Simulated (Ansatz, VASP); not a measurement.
# LuTi3F: VASP beside Ansatz

```
Lu Ti F
1.0
     5.43117    0.00000    0.00000
    -2.71559    4.70353    0.00000
     0.00000    0.00000    4.17733
Lu Ti F
1 3 1
Direct
  0.00000 0.00000 0.00000
  0.50000 0.00000 0.50000
  0.00000 0.50000 0.50000
  0.50000 0.50000 0.50000
  0.00000 0.00000 0.50000
```

Alike in both runs: functional PBE; k mesh 12 × 12 × 10; occupations gaussian, width 0.1 eV; no spin polarisation.

Ansatz relaxed the structure, and its values are those at the end. VASP's run is a single point on that final structure, the one shown.

```csv
,VASP,Ansatz
version,VASP 6.6.1,Ansatz 0.2.0
potentials or method,"VASP PAW PBE potentials, release 64 (Lu, Ti_sv, F), cutoff 520 eV","scalar-relativistic, plane waves, PAW"
valence electrons in the cell,68,68
```

VASP gave:

```
gap on the k mesh at the Fermi level (eV) : none
pressure (GPa)                            : 0.2
```

Task: Which values does Ansatz return?

Result: gap on the k mesh at the Fermi level (eV): none; pressure (GPa): 0.0.

A gap of «none» marks a metal or a gap that the smearing closes. The functional is the same, so the differences come from potentials, cutoffs and numerics.

Spin-orbit coupling is off throughout.
